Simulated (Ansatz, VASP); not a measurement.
This is a calculation of Zr for VASP 6.6.1.

INCAR

```
PREC = Accurate ; ENCUT = 520
EDIFF = 1E-6 ; ISMEAR = -1
SIGMA = 0.05 ; LREAL = F
LASPH = T ; NELM = 60
ALGO = Normal ; ISIF = 2
LWAVE = F ; LCHARG = F
NBANDS = 19
```

KPOINTS

```
Automatic mesh
0
Gamma
  9 9 5
```

Contents of POSCAR:

```
Zr
1.0
    3.2953886421      0.0000000000      0.0000000000
   -1.6476943210      2.8538902793      0.0000000000
    0.0000000000      0.0000000000      5.2479471970
Zr
2
Direct
    0.6666666667      0.3333333333      0.7500000000
    0.3333333333      0.6666666667      0.2500000000
```

Potentials or basis: VASP PAW LDA potentials, release 64 (Zr_sv).

Run with:

```sh
$ cat potpaw_LDA.64/Zr_sv/POTCAR > POTCAR
$ mpirun -np 1 vasp_std > vasp.out
```

Problem. Translate it to Ansatz 0.2.0. Potentials there: Ansatz PAW.

Solution. As run (the cutoff follows the program's own potentials):

File input.yaml:

```yaml
crystal:
  lattice:
    - [3.2953886421, 0.0, 0.0]
    - [-1.647694321, 2.8538902793, 0.0]
    - [0.0, 0.0, 5.247947197]
  atoms:
    - { symbol: Zr, position: [0.6666666667, 0.3333333333, 0.75] }
    - { symbol: Zr, position: [0.3333333333, 0.6666666667, 0.25] }
hamiltonian:
  xc: lda
  pseudopotentials: { kind: paw }
kpoints:
  mp_grid: { grid: [9, 9, 5] }
scf:
  occupations: { method: fermi_dirac, width: 0.05 }
output:
  forces: true
  stress: true
  eigenvalues: true
```

Potentials or basis: Ansatz PAW.

Run with:

```sh
$ ansatz run input.yaml --threads 2 --pin off --max-ram 5632MiB --backend cpu --events-out ev --progress --plain --runs-dir out
```

Both were run:

|  | VASP | Ansatz | Ansatz less VASP |
| --- | --- | --- | --- |
| gap on the k mesh at the Fermi level (eV) | none | none | - |
| pressure (GPa) | -10.4 | -10.5 | -0.08 |
| traceless stress, the component that is largest in VASP (GPa) | 0.28 | 0.26 | -0.018 |

LDA's correlation is that of Perdew and Zunger in VASP and of Perdew and Wang (1992) in Ansatz. A gap of «none» marks a metal or a gap that the smearing closes.
